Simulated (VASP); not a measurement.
# K7NaCl8 in VASP: single point with PBE

Aim: the single point of K7NaCl8 with PBE.

All numbers are computed with VASP 6.6.1; they aren't measurements. Logs are shortened: lines on timing, memory, paths and dates and some standing lists are left out, and cuts for length are marked.

## Step 1: The cell of the first run

The cell holds an amorphous packing of atoms, 16 atoms: a = 7.547 Å, b = 7.643 Å, c = 8.720 Å, α = 90.29°, β = 89.91°, γ = 90.69°.

## Step 2: Single point, PBE

Contents of INCAR:

```
SYSTEM = K7NaCl8
PREC = Accurate
ENCUT = 520
EDIFF = 1E-6
ISMEAR = 0
SIGMA = 0.02
LREAL = Auto
LASPH = .True.
NELM = 100
ALGO = Normal
ISIF = 2
LWAVE = .False.
LCHARG = .False.
GGA = PE
NBANDS = 77
```

Contents of KPOINTS:

```
Automatic mesh
0
Gamma
  3 3 2
  0 0 0
```

Contents of POSCAR:

```
K7NaCl8
1.0
    7.5471270000     -0.0448640000      0.0012870000
   -0.0461060000      7.6426990000     -0.0151250000
    0.0118970000     -0.0262350000      8.7202470000
Na Cl K
1 8 7
Direct
    0.5671698874      0.1965468308      0.8552227147
    0.4071832200      0.4361466721      0.6155934851
    0.8858639221      0.4346955475      0.8567374655
    0.7301834105      0.9529966763      0.0989244392
    0.9052370559      0.4507159857      0.3569352556
    0.2311919365      0.9395063694      0.3567967717
    0.7289326498      0.9551766205      0.6163534917
    0.4073826202      0.4354136955      0.0968501159
    0.2503157482      0.9560130290      0.8563266771
    0.0681389143      0.6955231302      0.6128201202
    0.0679682578      0.1951856534      0.6086312278
    0.0685409127      0.6947969880      0.1008314181
    0.5681181255      0.1949684641      0.3560666553
    0.0678779618      0.1950267252      0.1043909206
    0.5682336459      0.6950495943      0.3568501148
    0.5683632468      0.6959440120      0.8571996975
```

Potentials or basis: VASP PAW PBE potentials, release 64 (Na_pv, Cl, K_sv).

Command:

```console
$ cat potpaw_PBE.64/Na_pv/POTCAR potpaw_PBE.64/Cl/POTCAR potpaw_PBE.64/K_sv/POTCAR > POTCAR
$ mpirun -np 1 vasp_std > vasp.out
```

OUTCAR:

```text
SYSTEM = K7NaCl8
   PREC = Accurate
   ENCUT = 520
   EDIFF = 1E-6
   ISMEAR = 0
   LREAL = Auto
   LASPH = .True.
   NELM = 100
   ISIF = 2
   GGA = PE

 ion  position               nearest neighbor table
   1  0.567  0.197  0.855-
   2  0.407  0.436  0.616-  16 3.13  11 3.14  13 3.16  15 3.23
   3  0.886  0.435  0.857-  16 3.14  11 3.15  14 3.16  12 3.21  10 3.22
   4  0.730  0.953  0.099-  16 3.12  14 3.13  13 3.15  15 3.23
   5  0.905  0.451  0.357-  10 3.15  12 3.16  15 3.17  13 3.19  14 3.19  11 3.20
   6  0.231  0.940  0.357-  12 3.15  10 3.16  15 3.17  13 3.19  11 3.19  14 3.21
   7  0.729  0.955  0.616-  16 3.13  11 3.13  13 3.18  15 3.23
   8  0.407  0.435  0.097-  16 3.13  14 3.14  13 3.17  15 3.23
   9  0.250  0.956  0.856-  16 3.13  14 3.15  11 3.16  10 3.20  12 3.22
  10  0.068  0.696  0.613-   5 3.15   6 3.16   9 3.20   3 3.22
  11  0.068  0.195  0.609-   7 3.13   2 3.14   3 3.15   9 3.16   6 3.19   5 3.20
  12  0.069  0.695  0.101-   6 3.15   5 3.16   3 3.21   9 3.22
  13  0.568  0.195  0.356-   4 3.15   2 3.16   8 3.17   7 3.18   6 3.19   5 3.19
  14  0.068  0.195  0.104-   4 3.13   8 3.14   9 3.15   3 3.16   5 3.19   6 3.21
  15  0.568  0.695  0.357-   5 3.17   6 3.17   4 3.23   7 3.23   8 3.23   2 3.23
  16  0.568  0.696  0.857-   4 3.12   2 3.13   7 3.13   8 3.13   9 3.13   3 3.14

  LATTYP: Found a triclinic cell.
 ALAT       =     7.6428530362
 B/A-ratio  =     0.9874925529
 C/A-ratio  =     1.1409737356
 COS(alpha) =     0.0015526729
 COS(beta)  =     0.0049956310
 COS(gamma) =     0.0119770836

  Lattice vectors:

 A1 = (   0.0461060000,  -7.6426990000,   0.0151250000)
 A2 = (   7.5471270000,  -0.0448640000,   0.0012870000)
 A3 = (   0.0118970000,  -0.0262350000,   8.7202470000)

Analysis of symmetry for initial positions (statically):
=====================================================================
 Subroutine PRICEL returns:
 Original cell was already a primitive cell.

 Routine SETGRP: Setting up the symmetry group for a
 triclinic supercell.

 Subroutine GETGRP returns: Found  1 space group operations
 (whereof  1 operations were pure point group operations)
 out of a pool of  2 trial point group operations.

The static configuration has the point symmetry C_1 .

Analysis of symmetry for dynamics (positions and initial velocities):
=====================================================================
 Subroutine PRICEL returns:
 Original cell was already a primitive cell.

 Routine SETGRP: Setting up the symmetry group for a
 triclinic supercell.

 Subroutine GETGRP returns: Found  1 space group operations
 (whereof  1 operations were pure point group operations)
 out of a pool of  2 trial point group operations.

The dynamic configuration has the point symmetry C_1 .

 Subroutine INISYM returns: Found  1 space group operations
 (whereof  1 operations are pure point group operations),
 and found     1 'primitive' translations

----------------------------------------------------------------------------------------

                                     Primitive cell

  volume of cell :     502.9664

  direct lattice vectors                    reciprocal lattice vectors
     7.547127000 -0.044864000  0.001287000     0.132505532  0.000799011 -0.000178373
    -0.046106000  7.642699000 -0.015125000     0.000777768  0.130849298  0.000392601
     0.011897000 -0.026235000  8.720247000    -0.000018207  0.000226836  0.114676358

  length of vectors
     7.547260456  7.642853036  8.720294580     0.132508061  0.130852198  0.114676584

  position of ions in fractional coordinates (direct lattice)
     0.567169887  0.196546831  0.855222715
     0.407183220  0.436146672  0.615593485
     0.885863922  0.434695547  0.856737465
     0.730183410  0.952996676  0.098924439
     0.905237056  0.450715986  0.356935256
     0.231191936  0.939506369  0.356796772
[... 8 lines left out ...]
     0.568233646  0.695049594  0.356850115
     0.568363247  0.695944012  0.857199698

  ion indices of the primitive-cell ions
   primitive index   ion index
                 1           1
                 2           2
                 3           3
                 4           4
                 5           5
                 6           6
[... 8 lines left out ...]
                15          15
                16          16

----------------------------------------------------------------------------------------

 KPOINTS: Automatic mesh

Automatic generation of k-mesh.
 Grid dimensions read from file:
 generate k-points for:    3    3    2

 Generating k-lattice:

  Cartesian coordinates                     Fractional coordinates (reciprocal lattice)
     0.044168511  0.000266337 -0.000059458     0.333333333  0.000000000  0.000000000
     0.000259256  0.043616433  0.000130867    -0.000000000  0.333333333 -0.000000000
    -0.000009104  0.000113418  0.057338179    -0.000000000  0.000000000  0.500000000

  Length of vectors
     0.044169354  0.043617399  0.057338292

  Shift w.r.t. Gamma in fractional coordinates (k-lattice)
     0.000000000  0.000000000  0.000000000

 Subroutine IBZKPT returns following result:
 ===========================================

 Found     10 irreducible k-points:

 Following reciprocal coordinates:
            Coordinates               Weight
  0.000000  0.000000  0.000000      1.000000
  0.333333 -0.000000 -0.000000      2.000000
  0.000000  0.333333  0.000000      2.000000
  0.333333  0.333333  0.000000      2.000000
 -0.333333  0.333333  0.000000      2.000000
 -0.000000 -0.000000  0.500000      1.000000
  0.333333 -0.000000  0.500000      2.000000
  0.000000  0.333333  0.500000      2.000000
  0.333333  0.333333  0.500000      2.000000
 -0.333333  0.333333  0.500000      2.000000
   k-points           NKPTS =     10   k-points in BZ     NKDIM =     10   number of bands    NBANDS=     77
   number of dos      NEDOS =    301   number of ions     NIONS =     16
   total plane-waves  NPLWV = 235200
   dimension x,y,z NGX =    56 NGY =   60 NGZ =   70
   dimension x,y,z NGXF=   112 NGYF=  120 NGZF=  140
   ions per type =               1   8   7
   NGX,Y,Z   is equivalent  to a cutoff of  12.34, 13.05, 13.34 a.u.
   NGXF,Y,Z  is equivalent  to a cutoff of  24.67, 26.10, 26.69 a.u.
 SYSTEM =  K7NaCl8
   PREC   = accura    normal or accurate (medium, high low for compatibility)
   ISTART =      0    job   : 0-new  1-cont  2-samecut
   ICHARG =      2    charge: 1-file 2-atom 10-const
   ISPIN  =      1    spin polarized calculation?
   LNONCOLLINEAR =      F non collinear calculations
   LSORBIT =      F    spin-orbit coupling
   LASPH  =      T    aspherical Exc in radial PAW
   ENCUT  =  520.0 eV  38.22 Ry    6.18 a.u.  14.03 14.21 16.21*2*pi/ulx,y,z
   NELM   =    100;   NELMIN=  2; NELMDL= -5     # of ELM steps
   EDIFF  = 0.1E-05   stopping-criterion for ELM
   LREAL  =      T    real-space projection
   EDIFFG = 0.1E-04   stopping-criterion for IOM
   NSW    =      0    number of steps for IOM
   IBRION =     -1    ionic relax: 0-MD 1-quasi-New 2-CG
   NFREE  =      0    steps in history (QN), initial steepest desc. (CG)
   ISIF   =      2    stress and relaxation
   ISYM   =      2    0-nonsym 1-usesym 2-fastsym
   POTIM  = 0.5000    time-step for ionic-motion
   TEBEG  =    0.0;   TEEND  =   0.0 temperature during run
   PSTRESS=    0.0 pullay stress
   NELECT =     126.0000    total number of electrons
   NUPDOWN=      -1.0000    fix difference up-down
   EMIN   =  10.00;   EMAX   =-10.00  energy-range for DOS
   EFERMI =   0.00;   METHOD = LEGACY
   ISMEAR =     0;   SIGMA  =   0.02  broadening in eV -4-tet -1-fermi 0-gaus
   EFERMI_NEDOS =   21; number of points for ismear=-14 and -15
   IALGO  =     38    algorithm
   IMIX   =      4    mixing-type and parameters
     AMIX     =   0.40;   BMIX     =  1.00
     AMIX_MAG =   1.60;   BMIX_MAG =  1.00
  volume/ion in A,a.u.               =      31.44       212.14
  Fermi-wavevector in a.u.,A,eV,Ry     =   1.032013  1.950223 14.490909  1.065052
  Thomas-Fermi vector in A             =   2.166190
   LORBIT       =      0    0 simple, 1 ext, 2 COOP (PROOUT), +10 PAW based schemes
   GGA     = PE    functional components
   LHFCALC =     F    Hartree Fock is set to
   AEXX    =    0.0000 exact exchange contribution
   IVDW    =     0    specifies the selected vdW correction
   LEPSILON=     F    determine dielectric tensor
   LRPA    =     F    only Hartree local field effects (RPA)
 non-spin polarized calculation
 Gauss-broadening in eV      SIGMA  =   0.02
  energy-cutoff  :      520.00
  volume of cell :      502.97
 maximum number of plane-waves:     13562
   NGX = 29   NGY = 29   NGZ = 33

 number of electron     125.9999997 magnetization

 Free energy of the ion-electron system (eV)
  ---------------------------------------------------
  ext. energy  EPLUGINS =         0.00000000
  ---------------------------------------------------
  free energy    TOTEN  =       -53.82607864 eV

  energy without entropy =      -53.82607864  energy(sigma->0) =      -53.82607864

 E-fermi :  -1.7197     XC(G=0):  -7.4172

 val. band max:       -1.8467454321   @ k =   0.0000   0.0000   0.0000
 cond. band min:       3.0672573344   @ k =   0.0000   0.0000   0.0000
 fundamental gap:      4.9140027664
 Fermi energy:        -1.7196695904

 k-point     1 :       0.0000    0.0000    0.0000
  band No.  band energies     occupation
      1     -29.4183      2.00000
      2     -29.4133      2.00000
      3     -29.4103      2.00000
      4     -29.2372      2.00000
      5     -29.2108      2.00000
      6     -29.2056      2.00000
[... 67 lines left out ...]
     74       6.0258      0.00000
     75       6.0798      0.00000

 k-point     2 :       0.3333   -0.0000   -0.0000
  band No.  band energies     occupation
      1     -29.4170      2.00000
      2     -29.4144      2.00000
      3     -29.4104      2.00000
      4     -29.2370      2.00000
      5     -29.2111      2.00000
      6     -29.2056      2.00000
[... 616 lines left out ...]
 k-point    10 :      -0.3333    0.3333    0.5000
  band No.  band energies     occupation
      1     -29.4158      2.00000
      2     -29.4142      2.00000
      3     -29.4108      2.00000
      4     -29.2374      2.00000
      5     -29.2105      2.00000
      6     -29.2069      2.00000
[... 67 lines left out ...]
     74       5.9682      0.00000
     75       6.1276      0.00000
 [bands above 75 left out]

------------------------ aborting loop because EDIFF is reached ----------------------------------------

  FORCE on cell =-STRESS in cart. coord.  units (eV):
  Direction    XX          YY          ZZ          XY          YZ          ZX
  --------------------------------------------------------------------------------------
  -------------------------------------------------------------------------------------
  Total       -0.0414383     -0.0391956      0.0261124      0.3298425      0.1226476     -0.0333115
  in kB       -0.1320000     -0.1248560      0.0831799      1.0506989      0.3906886     -0.1061124
  external PRESSURE =      -0.0578921 kB  Pullay stress =       0.0000000 kB

 VOLUME and BASIS-vectors are now :
 -----------------------------------------------------------------------------
  energy-cutoff  :      520.00
  volume of cell :      502.97
      direct lattice vectors                 reciprocal lattice vectors
     7.547127000 -0.044864000  0.001287000     0.132505532  0.000799011 -0.000178373
    -0.046106000  7.642699000 -0.015125000     0.000777768  0.130849298  0.000392601
     0.011897000 -0.026235000  8.720247000    -0.000018207  0.000226836  0.114676358

 POSITION                                       TOTAL-FORCE (eV/Angst)
 -----------------------------------------------------------------------------------
      4.28162      1.45427      7.45551         0.003341     -0.003467      0.001169
      3.06028      3.29892      5.36205         0.000803     -0.010321      0.008697
      6.67588      3.26003      7.46553        -0.007315     -0.006629      0.002441
      5.46802      7.24811      0.84917        -0.004152      0.013965     -0.013345
      6.81540      3.39471      3.10691         0.000316     -0.008162     -0.001799
      1.70576      7.16063      3.09744         0.002920      0.006666     -0.004040
[... 8 lines left out ...]
      4.26073      5.27720      3.10204         0.002118     -0.001721      0.001528
      4.26762      5.27090      7.46520        -0.000887     -0.003687     -0.005159
 -----------------------------------------------------------------------------------
    total drift:                               -0.009243      0.015467      0.000893

  FREE ENERGIE OF THE ION-ELECTRON SYSTEM (eV)
  ---------------------------------------------------
  free  energy   TOTEN  =       -53.8260786433 eV

  energy  without entropy=      -53.8260786433  energy(sigma->0) =      -53.82607864
```

Wall time 6.6 min (1 thread of Intel Xeon Platinum 8375C at 2.90GHz (Ice Lake), shared host); peak memory 0.65 GiB.

What came out:

```
Free energy            : -53.8261 eV
Pressure               : 0.0 GPa
Largest force          : 0.020 eV/Å
Band gap on the k mesh : 4.91 eV, direct
```

Forces in eV/Å, atoms in the order of the input:
```
Na   0.003 -0.003  0.001
Cl   0.001 -0.010  0.009
Cl  -0.007 -0.007  0.002
Cl  -0.004  0.014 -0.013
Cl   0.000 -0.008 -0.002
Cl   0.003  0.007 -0.004
Cl  -0.007  0.009  0.006
Cl   0.005 -0.013 -0.005
Cl   0.011  0.006  0.001
K   -0.001 -0.002  0.001
K   -0.003  0.006 -0.003
K    0.001  0.000 -0.001
K    0.002  0.003  0.007
K   -0.004  0.005  0.004
K    0.002 -0.002  0.002
K   -0.001 -0.004 -0.005
```
